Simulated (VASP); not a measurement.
## MgSe: single point with r2SCAN

The system is MgSe.

```xyz
2
Lattice="0.0000 2.7367 2.7367 2.7367 0.0000 2.7367 2.7367 2.7367 0.0000" Properties=species:S:1:pos:R:3 pbc="T T T"
Mg    0.0000    0.0000    0.0000
Se    2.7367    2.7367    2.7367
```

```yaml
Program: VASP 6.6.1
Task: single point
Functional: r2SCAN
Potentials_or_basis: VASP PAW PBE potentials, release 64 (Mg, Se)
Cutoff: 660 eV
k_mesh: 8 × 8 × 8
Occupations: fermi-dirac, width 0.02 eV
Spin: no spin polarisation
```

```yaml
Pressure: -0.3 GPa
Band_gap_on_the_k_mesh: 2.44 eV (least direct gap 3.41 eV)
```

Levels at points of the mesh, in eV from the valence-band top:
```
           k point  band 1  band 2  band 3  band 4  band 5  band 6  band 7  band 8
(0.00, 0.00, 0.00)  -13.32    0.00    0.00    0.00    3.41    8.03    8.03    8.03
(0.50, 0.00, 0.00)  -12.19   -4.91   -0.60   -0.60    4.51    6.70    6.70    9.57
(0.50, 0.50, 0.00)  -11.86   -4.26   -1.79   -1.79    2.44    4.56   12.73   13.18
```

It took 2.7 min on 1 thread of AMD EPYC 7R13 (shared host), peak memory 0.17 GiB.

Caveat: the PAW data sets were made with another functional, which shifts forces and pressure a little. r2SCAN opens gaps a little over a GGA but as a rule still falls short of measured ones.
